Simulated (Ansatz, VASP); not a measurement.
**One calculation of Sc, two programs**

POSCAR

```
Sc
1.0
    0.0000000000      2.2137375000      2.2705000000
    2.2137375000      0.0000000000      2.2705000000
    2.2137375000      2.2137375000      0.0000000000
Sc
1
Direct
    0.0000000000      0.0000000000      0.0000000000
```

File INCAR.step1:

```
ALGO     = Normal         # electronic algorithm
EDIFF    = 1E-4           # SCF threshold, eV
ENCUT    = 520            # plane-wave cutoff, eV
GGA      = PE             # functional
ISMEAR   = 0              # smearing method
LASPH    = True           # aspherical terms in the spheres
LCHARG   = False          # write CHGCAR
LREAL    = False          # projectors in reciprocal space
LWAVE    = True           # write WAVECAR
NBANDS   = 12             # bands
NELM     = 60             # most SCF steps
PREC     = Accurate       # precision mode
SIGMA    = 0.15           # smearing width, eV
```

The input INCAR.step2:

```
ALGO     = Normal         # electronic algorithm
EDIFF    = 1E-7           # SCF threshold, eV
ENCUT    = 520            # plane-wave cutoff, eV
ISIF     = 2              # what is computed and relaxed
ISMEAR   = 0              # smearing method
ISTART   = 1            
LASPH    = True           # aspherical terms in the spheres
LCHARG   = True           # write CHGCAR
LELF     = True           # ELF
LMIXTAU  = True         
LREAL    = False          # projectors in reciprocal space
LVHAR    = True         
LWAVE    = False          # write WAVECAR
METAGGA  = R2SCAN         # meta-GGA
NBANDS   = 12             # bands
NELM     = 60             # most SCF steps
PREC     = Accurate       # precision mode
SIGMA    = 0.15           # smearing width, eV
```

File KPOINTS:

```
k-points
0
Gamma
  18 18 18
```

Input for Ansatz:

```yaml
crystal:
  lattice:
    - [0.0, 2.2137375, 2.2705]
    - [2.2137375, 0.0, 2.2705]
    - [2.2137375, 2.2137375, 0.0]
  atoms:
    - { symbol: Sc, position: [0.0, 0.0, 0.0] }
basis:
  ecutwfc: 500
kpoints:
  mp_grid: { grid: [18, 18, 18] }
hamiltonian:
  xc: r2scan
scf:
  occupations: { method: gaussian, width: 0.15 }
output:
  forces: true
  stress: true
  eigenvalues: true
```

Change from the starting cell: strain -0.025 along x and y, +0.000 along z, atoms carried along.

Alike in both runs: task single point; functional r2SCAN; k mesh 18 × 18 × 18; occupations gaussian, width 0.15 eV; no spin polarisation.

```csv
,VASP,Ansatz
version,VASP 6.6.1,Ansatz 0.2.0
potentials or method,"VASP PAW PBE potentials, release 64 (Sc_sv), cutoff 520 eV","scalar-relativistic, plane waves, PAW"
valence electrons in the cell,11,11
```

VASP gave:

```
gap on the k mesh at the Fermi level (eV)                     : none
pressure (GPa)                                                : 7.7
traceless stress, the component that is largest in VASP (GPa) : -0.21
```

Q: What did Ansatz give for the same quantities?

A: gap on the k mesh at the Fermi level (eV): none; pressure (GPa): 7.5; traceless stress, the component that is largest in VASP (GPa): -0.21.

VASP's potentials were made for PBE, not for r2SCAN. A gap of «none» marks a metal or a gap that the smearing closes.
